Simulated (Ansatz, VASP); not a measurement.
## Si2Mo: VASP beside Ansatz

```xyz
9
Lattice="4.4006 0.0000 0.0000 -2.2003 4.1286 0.0000 0.0000 0.0000 6.5768" Properties=species:S:1:pos:R:3 pbc="T T T"
Si   -1.1187    3.4521    5.4807
Si    1.0816    0.6765    1.0961
Si    2.2003    2.7756    3.2884
Si    3.3190    0.6765    5.4807
Si    1.1187    3.4521    1.0961
Si    0.0000    1.3530    3.2884
Mo    2.2003    0.0000    3.2884
Mo   -1.1002    2.0643    1.0961
Mo    1.1002    2.0643    5.4807
```

Change from the starting cell: strain -0.0400 x Voigt [1, -1, 0, 0, 0, 0], atoms carried along.

Alike in both runs: task single point; functional r2SCAN; k mesh 12 × 12 × 6; occupations gaussian, width 0.03 eV; no spin polarisation.

|  | VASP | Ansatz |
| --- | --- | --- |
| version | VASP 6.6.1 | Ansatz 0.2.0 |
| potentials or method | VASP PAW PBE potentials, release 64 (Si, Mo_sv), cutoff 550 eV | scalar-relativistic, plane waves, PAW |
| valence electrons in the cell | 66 | 66 |

|  | VASP | Ansatz | Ansatz less VASP |
| --- | --- | --- | --- |
| gap on the k mesh at the Fermi level (eV) | none | none | - |
| pressure (GPa) | 1.8 | 1.4 | -0.39 |
| traceless stress, the component that is largest in VASP (GPa) | 14.37 | 14.35 | -0.021 |
| rms of the force components (eV/Å) | 0.044 | 0.046 | +0.0019 |

VASP's potentials were made for PBE, not for r2SCAN. Atom by atom the forces differ by 0.004 eV/Å (rms over components). A gap of «none» marks a metal or a gap that the smearing closes.
